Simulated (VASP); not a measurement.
# Re (Im-3m) in VASP: a series of runs

The runs below take Re through single point, with PBE.

All numbers are computed with VASP 6.6.1; they aren't measurements. Logs are shortened: lines on timing, memory, paths and dates and some standing lists are left out, and cuts for length are marked.

## 1. The cell of the first run

Symmetry: Im-3m, No. 229, cubic system. The conventional cell has a = 3.115 Å, b = 3.115 Å, c = 3.115 Å, α = 90.00°, β = 90.00°, γ = 90.00°. Re (site symmetry m-3m) has 14 Re at 2.70 to 3.11 Å within 3.6 Å.

## 2. Single point, PBE, non-collinear spin, zero start, spin-orbit coupling

INCAR

```
PREC     = Accurate       # precision mode
ENCUT    = 520            # plane-wave cutoff, eV
EDIFF    = 1E-6           # SCF threshold, eV
ISMEAR   = -1             # smearing method
SIGMA    = 0.05           # smearing width, eV
LREAL    = F              # projectors in reciprocal space
LASPH    = T              # aspherical terms in the spheres
NELM     = 150            # most SCF steps
ALGO     = Normal         # electronic algorithm
ISIF     = 2              # what is computed and relaxed
LWAVE    = F              # write WAVECAR
LCHARG   = T              # write CHGCAR
LNONCOLLINEAR= T              # non-collinear magnetism
MAGMOM   = 0 0 0          # initial moments
LORBIT   = 11             # projections on sites
LSORBIT  = T              # spin-orbit coupling
GGA_COMPAT= F            
LORBMOM  = T            
LMAXMIX  = 4              # l up to which the mixer works
GGA      = PE             # functional
LVHAR    = T            
NBANDS   = 18             # bands
```

KPOINTS

```
Automatic mesh
0
Gamma
  19 19 19
```

POSCAR

```
Re
1.0
   -1.5574723237      1.5574723237      1.5574723237
    1.5574723237     -1.5574723237      1.5574723237
    1.5574723237      1.5574723237     -1.5574723237
Re
1
Direct
    0.0000000000      0.0000000000      0.0000000000
```

Potentials or basis: VASP PAW PBE potentials, release 64 (Re).

Command:

```bash
$ cat potpaw_PBE.64/Re/POTCAR > POTCAR
$ mpirun -np 1 vasp_ncl > vasp.out
```

OUTCAR:

```text
PREC = Accurate
   ENCUT = 520
   EDIFF = 1E-6
   ISMEAR = -1
   LREAL = F
   LASPH = T
   NELM = 150
   ISIF = 2
   LNONCOLLINEAR = T
   LORBIT = 11
   LSORBIT = T
   GGA = PE

 ion  position               nearest neighbor table
   1  0.000  0.000  0.000-

  LATTYP: Found a body centered cubic cell.
 ALAT       =     3.1149446474

  Lattice vectors:

 A1 = (  -1.5574723237,   1.5574723237,   1.5574723237)
 A2 = (   1.5574723237,  -1.5574723237,   1.5574723237)
 A3 = (   1.5574723237,   1.5574723237,  -1.5574723237)

Analysis of symmetry for initial positions (statically):
=====================================================================
 Subroutine PRICEL returns:
 Original cell was already a primitive cell.

 Routine SETGRP: Setting up the symmetry group for a
 body centered cubic supercell.

 Subroutine GETGRP returns: Found 48 space group operations
 (whereof 48 operations were pure point group operations)
 out of a pool of 48 trial point group operations.

The static configuration has the point symmetry O_h .

Analysis of symmetry for dynamics (positions and initial velocities):
=====================================================================
 Subroutine PRICEL returns:
 Original cell was already a primitive cell.

 Routine SETGRP: Setting up the symmetry group for a
 body centered cubic supercell.

 Subroutine GETGRP returns: Found 48 space group operations
 (whereof 48 operations were pure point group operations)
 out of a pool of 48 trial point group operations.

The dynamic configuration has the point symmetry O_h .

Analysis of structural, dynamic, and magnetic symmetry:
=====================================================================
 Subroutine PRICEL returns:
 Original cell was already a primitive cell.

 Routine SETGRP: Setting up the symmetry group for a
 body centered cubic supercell.

 Subroutine GETGRP returns: Found 48 space group operations
 (whereof 48 operations were pure point group operations)
 out of a pool of 48 trial point group operations.

The overall configuration has the point symmetry O_h .

 Subroutine INISYM returns: Found 48 space group operations
 (whereof 48 operations are pure point group operations),
 and found     1 'primitive' translations

[... 145 lines left out ...]

 val. band max:        8.4734346936   @ k =  -0.4211  -0.4211   0.1053
 cond. band min:       8.4800548673   @ k =   0.2105   0.2105   0.0000
 fundamental gap:      0.0066201737
 Fermi energy:         8.4737874945

 k-point     1 :       0.0000    0.0000    0.0000
  band No.  band energies     occupation
      1      -2.1086      1.00000
      2      -2.1086      1.00000
      3       5.6036      1.00000
      4       5.6036      1.00000
      5       5.6036      1.00000
      6       5.6036      1.00000
[... 481 lines left out ...]
      5       5.8215      1.00000
      6       5.8215      1.00000
[... 10 lines left out ...]
     17      26.5693      0.00000
     18      26.5693      0.00000

 [... further k-points ...]
[... 5 lines left out ...]
  --------------------------------------------------------------------------------------
  -------------------------------------------------------------------------------------
  Total       -0.0309045     -0.0309045     -0.0309045      0.0000000      0.0000000     -0.0000000
  in kB       -3.2765125     -3.2765125     -3.2765125      0.0000000      0.0000000     -0.0000000
  external PRESSURE =      -3.2765125 kB  Pullay stress =       0.0000000 kB

 VOLUME and BASIS-vectors are now :
 -----------------------------------------------------------------------------
  energy-cutoff  :      520.00
  volume of cell :       15.11
      direct lattice vectors                 reciprocal lattice vectors
    -1.557472324  1.557472324  1.557472324     0.000000000  0.321032992  0.321032992
     1.557472324 -1.557472324  1.557472324     0.321032992  0.000000000  0.321032992
     1.557472324  1.557472324 -1.557472324     0.321032992  0.321032992  0.000000000

 POSITION                                       TOTAL-FORCE (eV/Angst)
 -----------------------------------------------------------------------------------
      0.00000      0.00000      0.00000         0.000000     -0.000000      0.000000
 -----------------------------------------------------------------------------------
    total drift:                                0.000000     -0.000000     -0.000000

  FREE ENERGIE OF THE ION-ELECTRON SYSTEM (eV)
  ---------------------------------------------------
  free  energy   TOTEN  =       -12.4235708681 eV

  energy  without entropy=      -12.4132957806  energy(sigma->0) =      -12.41843332

 orbital moment (x)

 # of ion     p       d       tot
 ----------------------------------------
  1         0.000  -0.000  -0.000
 ----------------------------------------
            0.000  -0.000  -0.000

 orbital moment (y)

 # of ion     p       d       tot
 ----------------------------------------
  1         0.000   0.000   0.000
 ----------------------------------------
            0.000   0.000   0.000

 orbital moment (z)

 # of ion     p       d       tot
 ----------------------------------------
  1         0.000   0.000   0.000
 ----------------------------------------
            0.000   0.000   0.000

 Spin-Orbit-Coupling matrix elements

 Ion:    1  E_soc:     -0.6294834
 l=   1
     0.0000000    -0.0395677    -0.0395677
    -0.0395677     0.0000000    -0.0395677
    -0.0395677    -0.0395677     0.0000000
 l=   2
     0.0000000    -0.0126070     0.0000000    -0.0126070    -0.0527392
    -0.0126070     0.0000000    -0.0395544    -0.0126070    -0.0131848
     0.0000000    -0.0395544     0.0000000    -0.0395544     0.0000000
    -0.0126070    -0.0126070    -0.0395544     0.0000000    -0.0131848
    -0.0527392    -0.0131848     0.0000000    -0.0131848     0.0000000
 l=   3
     0.0000000     0.0000000     0.0000000     0.0000000     0.0000000     0.0000000     0.0000000
     0.0000000     0.0000000     0.0000000     0.0000000     0.0000000     0.0000000     0.0000000
     0.0000000     0.0000000     0.0000000     0.0000000     0.0000000     0.0000000     0.0000000
     0.0000000     0.0000000     0.0000000     0.0000000     0.0000000     0.0000000     0.0000000
     0.0000000     0.0000000     0.0000000     0.0000000     0.0000000     0.0000000     0.0000000
     0.0000000     0.0000000     0.0000000     0.0000000     0.0000000     0.0000000     0.0000000
     0.0000000     0.0000000     0.0000000     0.0000000     0.0000000     0.0000000     0.0000000

 total charge

# of ion       s       p       d       tot
------------------------------------------
    1        0.601   0.668   4.761   6.030

 magnetization (x)

# of ion       s       p       d       tot
------------------------------------------
    1       -0.000   0.000  -0.000   0.000

 magnetization (y)

# of ion       s       p       d       tot
------------------------------------------
    1       -0.000  -0.000   0.000   0.000

 magnetization (z)

# of ion       s       p       d       tot
------------------------------------------
    1        0.000   0.000   0.000   0.000
```

OSZICAR:

```text
N       E                     dE             d eps       ncg     rms          rms(c)
DAV:   1     0.121837878981E+02    0.12184E+02   -0.33026E+03 15532   0.954E+02
DAV:   2    -0.122942097887E+02   -0.24478E+02   -0.20614E+02 14160   0.261E+02
DAV:   3    -0.130959553354E+02   -0.80175E+00   -0.75296E+00 12692   0.814E+01
DAV:   4    -0.131126341892E+02   -0.16679E-01   -0.16593E-01 13194   0.642E+00
DAV:   5    -0.131128679413E+02   -0.23375E-03   -0.23370E-03 12904   0.419E-01    0.313E+01
DAV:   6    -0.126048055348E+02    0.50806E+00   -0.26851E-01 15188   0.193E+01    0.142E+01
DAV:   7    -0.124415184781E+02    0.16329E+00   -0.13297E-01 15460   0.131E+01    0.685E+00
DAV:   8    -0.124262255695E+02    0.15293E-01   -0.97311E-03 15622   0.342E+00    0.262E-01
DAV:   9    -0.124236875448E+02    0.25380E-02   -0.51940E-04 13622   0.312E-01    0.922E-02
DAV:  10    -0.124235679810E+02    0.11956E-03   -0.96083E-05 13590   0.133E-01    0.323E-02
DAV:  11    -0.124235708187E+02   -0.28377E-05   -0.31695E-06 12592   0.199E-02    0.951E-03
DAV:  12    -0.124235708681E+02   -0.49390E-07   -0.24080E-08  5306   0.552E-03
   1 F= -.12423571E+02 E0= -.12418433E+02  d E =-.102751E-01  mag=     0.0000    -0.0000    -0.0000
```

stdout:

```text
POSCAR found type information on POSCAR Re
 POSCAR found :  1 types and       1 ions
 scaLAPACK will be used
 LDA part: xc-table for (Slater+PW92), standard interpolation
 POSCAR, INCAR and KPOINTS ok, starting setup
 FFT: planning ... GRIDC
 FFT: planning ... GRID_SOFT
 FFT: planning ... GRID
 WAVECAR not read
 entering main loop
```

Wall time 3.4 min (1 thread of Intel Xeon 8259CL, shared host); peak memory 0.22 GiB.

What came out:

```
Free energy                                           : -12.4236 eV
Pressure                                              : -0.3 GPa
Net moment                                            : 0.00 μB per cell
Valence electrons inside the program's atomic spheres : Re 6.03
```

Moments on the atoms (μB; x, y, z):
```
Re  0.00 0.00 0.00
```

## 3. Single point, PBE, non-collinear spin, zero start, spin-orbit coupling

INCAR

```
ALGO     = Normal         # electronic algorithm
EDIFF    = 1E-6           # SCF threshold, eV
ENCUT    = 520            # plane-wave cutoff, eV
GGA      = PE             # functional
GGA_COMPAT= False        
ISIF     = 2              # what is computed and relaxed
ISMEAR   = -1             # smearing method
LASPH    = True           # aspherical terms in the spheres
LCHARG   = False          # write CHGCAR
LMAXMIX  = 4              # l up to which the mixer works
LORBIT   = 11             # projections on sites
LORBMOM  = True         
LREAL    = False          # projectors in reciprocal space
LSORBIT  = True           # spin-orbit coupling
LWAVE    = False          # write WAVECAR
MAGMOM   = 0 0 0          # initial moments
NBANDS   = 18             # bands
NELM     = 150            # most SCF steps
PREC     = Accurate       # precision mode
SIGMA    = 0.05           # smearing width, eV
```

KPOINTS

```
k-points
0
Gamma
  19 19 19
```

POSCAR

```
Re
1.0
   -1.5576080158      1.5576080158      1.5576080158
    1.5576080158     -1.5576080158      1.5576080158
    1.5576080158      1.5576080158     -1.5576080158
Re
1
Direct
    0.0000000000      0.0000000000      0.0000000000
```

Potentials or basis: VASP PAW PBE potentials, release 64 (Re).

Command:

```bash
$ cat potpaw_PBE.64/Re/POTCAR > POTCAR
$ mpirun -np 1 vasp_ncl > vasp.out
```

Run time: 3.7 min. Hardware: 1 thread of Intel Xeon 8259CL, shared host; peak memory 0.22 GiB.

Results (log left out):

- Free energy: -12.4236 eV
- Pressure: -0.4 GPa
- Net moment: 0.00 μB per cell
- Valence electrons inside the program's atomic spheres: Re 6.03

Moments on the atoms (μB; x, y, z):
```
Re  0.00 0.00 0.00
```
